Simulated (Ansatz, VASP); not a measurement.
One calculation of Ba, two programs

File INCAR:

```
SYSTEM = Ba
PREC = Accurate ; ENCUT = 520
EDIFF = 1E-7 ; ISMEAR = -1
SIGMA = 0.03 ; LREAL = .FALSE.
LASPH = .TRUE. ; NELM = 80
ALGO = Normal ; ISIF = 2
LWAVE = .FALSE. ; LCHARG = .FALSE.
GGA = PE ; NBANDS = 11
```

File KPOINTS:

```
regular mesh
0
G
  10 10 10
  0 0 0
```

File POSCAR:

```
Ba
1.0
   -2.5125945382      2.5125945382      2.4750000000
    2.5125945382     -2.5125945382      2.4750000000
    2.5125945382      2.5125945382     -2.4750000000
Ba
1
Direct
    0.0000000000      0.0000000000      0.0000000000
```

Input for Ansatz:

```yaml
crystal:
  lattice:
    - [-2.5125945382, 2.5125945382, 2.475]
    - [2.5125945382, -2.5125945382, 2.475]
    - [2.5125945382, 2.5125945382, -2.475]
  atoms:
    - { symbol: Ba, position: [0.0, 0.0, 0.0] }
kpoints:
  mp_grid: { grid: [10, 10, 10] }
scf:
  occupations: { method: fermi_dirac, width: 0.03 }
hamiltonian:
  xc: pbe
  pseudopotentials: { kind: all_electron, lapw: { basis_error: 0.0005 } }
output:
  forces: true
  stress: true
  eigenvalues: true
```

Change from the starting cell: z stretched by -1 % at fixed volume.

Alike in both runs: task single point; functional PBE; k mesh 10 × 10 × 10; occupations fermi-dirac, width 0.03 eV; no spin polarisation.

|  | VASP | Ansatz |
| --- | --- | --- |
| version | VASP 6.6.1 | Ansatz 0.2.0 |
| potentials or method | VASP PAW PBE potentials, release 64 (Ba_sv), cutoff 520 eV | all-electron LAPW, scalar-relativistic |

|  | VASP | Ansatz | Ansatz less VASP |
| --- | --- | --- | --- |
| pressure (GPa) | 0.2 | 0.1 | -0.05 |
| traceless stress, the component that is largest in VASP (GPa) | 0.05 | 0.05 | -0.001 |

Ansatz ran all-electron here, and VASP with PAW potentials.

Neither program's run includes spin-orbit coupling.
